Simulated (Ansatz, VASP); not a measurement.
## Two plane-wave programs on Ti2Ge5Ru

```
Ti Ge Ru
1.0
     4.61727    0.00000    0.00000
     0.00000    6.44665    0.00000
     0.00000    0.00000    7.50922
Ti Ge Ru
2 5 1
Cartesian
  0.0000 3.2233 3.7546
  2.3086 3.2233 3.7546
  0.0000 5.2028 2.2583
  0.0000 5.2028 5.2509
  0.0000 1.2439 5.2509
  0.0000 1.2439 2.2583
  0.0000 0.0000 0.0000
  2.3086 0.0000 0.0000
```

Alike in both runs: functional PBE; k mesh 4 × 3 × 3; occupations gaussian, width 0.2 eV; no spin polarisation.

Ansatz relaxed the structure, and its values are those at the end. VASP's run is a single point on that final structure, the one shown.

|  | VASP | Ansatz |
| --- | --- | --- |
| version | VASP 6.6.1 | Ansatz 0.2.0 |
| potentials or method | VASP PAW PBE potentials, release 64 (Ti_sv, Ge_d, Ru_pv), cutoff 520 eV | scalar-relativistic, plane waves, PAW |
| valence electrons in the cell | 108 | 110 |

|  | VASP | Ansatz | Ansatz less VASP |
| --- | --- | --- | --- |
| gap on the k mesh at the Fermi level (eV) | none | none | - |
| pressure (GPa) | 0.0 | 0.0 | -0.04 |
| rms of the force components (eV/Å) | 0.021 | 0.024 | +0.0029 |

A gap of «none» marks a metal or a gap that the smearing closes. VASP's potentials hold 108 valence electrons a cell and Ansatz's 110, so a difference there can come from the potentials and not from the codes.
